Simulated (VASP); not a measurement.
The system is Al2BP3.

```
CELL_PARAMETERS angstrom
2.56767 1.48245 4.35503
-2.56767 1.48245 4.35503
0.00000 -2.96489 4.35503
ATOMIC_POSITIONS crystal
Al 0.12462 0.12462 0.12462
Al 0.87538 0.87538 0.87538
B 0.50000 0.50000 0.50000
P 0.00000 0.50000 0.50000
P 0.50000 0.00000 0.50000
P 0.50000 0.50000 0.00000
```

The cell was generated, and may not be a known phase.

- Program: VASP 6.6.1
- Task: relaxation of cell and atoms
- Functional: PBE
- Potentials or basis: VASP PAW PBE potentials, release 64 (Al, B, P)
- Cutoff: 600 eV
- k mesh: 6 × 6 × 6
- Occupations: gaussian, width 0.1 eV
- Spin: no spin polarisation

At the start: pressure -9.6 GPa; volume 16.58 Å³/atom.

**Question.** How do energy, volume and symmetry change on relaxing?

**Answer.** Over 10 steps the energy falls by 97.3 meV/atom and the volume is 13.82 Å³/atom (-16.6 %); space group R-3m (No. 166, to 0.1 Å) before and after.

Step by step:
```csv
step,energy change (eV),largest force (eV/Å),pressure (GPa),volume (Å³)
1,0.0000,0.1354,-9.56,99.46
2,-0.5390,0.1679,-2.00,85.89
3,-0.5540,0.1773,-0.16,83.77
4,-0.5541,0.1780,0.11,83.47
5,-0.5712,0.1369,0.07,83.19
6,-0.5806,0.0954,0.05,82.75
7,-0.5809,0.1016,0.03,82.84
8,-0.5810,0.0998,0.04,82.82
9,-0.5823,0.0770,0.04,82.85
10,-0.5841,0.0150,0.05,82.95
```

Final structure:
```
Al B P
1.0
     2.44283    1.41037    4.01258
    -2.44283    1.41037    4.01258
     0.00000   -2.82074    4.01258
Al B P
2 1 3
Direct
  0.12916 0.12916 0.12916
  0.87084 0.87084 0.87084
  0.50000 0.50000 0.50000
  0.00000 0.50000 0.50000
  0.50000 0.00000 0.50000
  0.50000 0.50000 0.00000
```

Caveat: the volume moved by over 15 % at a fixed basis, so the end points are rough.
